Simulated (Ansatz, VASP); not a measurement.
## Two plane-wave programs on N

Contents of POSCAR:

```
N
1.0
    3.6290016496      0.0000000000      0.0000000000
   -1.8145008248      3.1428076190      0.0000000000
    0.0000000000      0.0000000000      5.8900000000
N
2
Direct
    0.3948023091      0.7116650800      0.2330220713
    0.6666666667      0.3333333333      0.7500000000
```

File INCAR.step1:

```
PREC = Accurate
ENCUT = 520
ISMEAR = 0
SIGMA = 0.05
LREAL = False
LASPH = True
NELM = 150
ISPIN = 2
MAGMOM = 3.2 3.2
NBANDS = 16
GGA = PE
ALGO = Normal
EDIFF = 1E-4
LWAVE = True
LCHARG = False
```

INCAR.step2

```
PREC = Accurate
ENCUT = 520
EDIFF = 1E-6
ISMEAR = 0
SIGMA = 0.05
LREAL = False
LASPH = True
NELM = 150
ALGO = Normal
ISIF = 2
LWAVE = False
LCHARG = False
ISPIN = 2
MAGMOM = 3.2 3.2
LORBIT = 11
METAGGA = R2SCAN
LMIXTAU = True
NBANDS = 16
ISTART = 1
```

The input KPOINTS:

```
Automatic mesh
0
Gamma
  6 6 4
```

Input for Ansatz:

```yaml
crystal:
  lattice:
    - [3.6290016496, 0.0, 0.0]
    - [-1.8145008248, 3.142807619, 0.0]
    - [0.0, 0.0, 5.89]
  atoms:
    - { symbol: "N", position: [0.3948023091, 0.71166508, 0.2330220713], spin: 3.2 }
    - { symbol: "N", position: [0.6666666667, 0.3333333333, 0.75], spin: 3.2 }
basis:
  ecutwfc: 500
kpoints:
  mp_grid: { grid: [6, 6, 4] }
hamiltonian:
  xc: r2scan
scf:
  occupations: { method: gaussian, width: 0.05 }
output:
  forces: true
  stress: true
  eigenvalues: true
  populations: true
magnetization:
  spin_polarized: true
```

Alike in both runs: task single point; functional r2SCAN; k mesh 6 × 6 × 4; occupations gaussian, width 0.05 eV; collinear spin.

|  | VASP | Ansatz |
| --- | --- | --- |
| version | VASP 6.6.1 | Ansatz 0.2.0 |
| potentials or method | VASP PAW PBE potentials, release 64 (N), cutoff 520 eV | scalar-relativistic, plane waves, PAW |
| valence electrons in the cell | 10 | 10 |

```tsv
	VASP	Ansatz	Ansatz less VASP
gap on the k mesh at the Fermi level (eV)	3.91	3.91	-0.004
least direct gap on the mesh (eV)	3.91	3.91	-0.004
pressure (GPa)	0.2	0.3	+0.15
rms of the force components (eV/Å)	0.015	0.014	-0.0003
net moment per atom (μB)	3.00	3.00	0.000
size of the moment on the site where the two differ most (μB)	1.99	2.88	+0.892
```

VASP's potentials were made for PBE, not for r2SCAN. Site moments also hang on the region over which each program counts them. Atom by atom the forces differ by 0.000 eV/Å (rms over components). Ansatz's warnings: stability check not made.
